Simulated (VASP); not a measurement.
Write the native input for VASP 6.6.1 that does the following.

- Task: single point
- Functional: PBE
- Potentials or basis: VASP PAW PBE potentials, release 64 (Ru_pv)
- Cutoff: 520 eV
- k mesh: 14 × 14 × 14
- Occupations: fermi-dirac, width 0.05 eV
- Spin: no spin polarisation
- Dipole correction: no
- Further INCAR settings: ALGO = Normal; EDIFF = 1e-06; NBANDS = 21

The structure of Ru lies in POSCAR:

```
Ru
1.0
    0.0000000000      2.4215158508      2.4215158508
    2.4215158508      0.0000000000      2.4215158508
    2.4215158508      2.4215158508      0.0000000000
Ru
2
Direct
   -0.1250000000     -0.1250000000     -0.1250000000
    0.1250000000      0.1250000000      0.1250000000
```

This cell differs from its parent crystal: volume scaled by 0.7.

One way to write it, as run:

INCAR

```
ALGO = Normal
EDIFF = 1E-6
ENCUT = 520
GGA = PE
ISIF = 2
ISMEAR = -1
LASPH = True
LCHARG = False
LREAL = False
LWAVE = False
NBANDS = 21
NELM = 80
PREC = Accurate
SIGMA = 0.05
```

KPOINTS

```
k-points
0
Gamma
  14 14 14
```

Potentials or basis: VASP PAW PBE potentials, release 64 (Ru_pv).

The run is started by

```sh
$ cat potpaw_PBE.64/Ru_pv/POTCAR > POTCAR
$ mpirun -np 1 vasp_std > vasp.out
```

Results of the run:

```json
{"Pressure": "136.5 GPa", "Band gap on the k mesh": "zero (band 14 reaches 13.04 eV, above the bottom of band 15 at 11.73 eV)"}
```

It took 33 s on 1 thread of AMD EPYC 9R45 96-Core Processor (Zen 5) (shared host), peak memory 0.16 GiB.
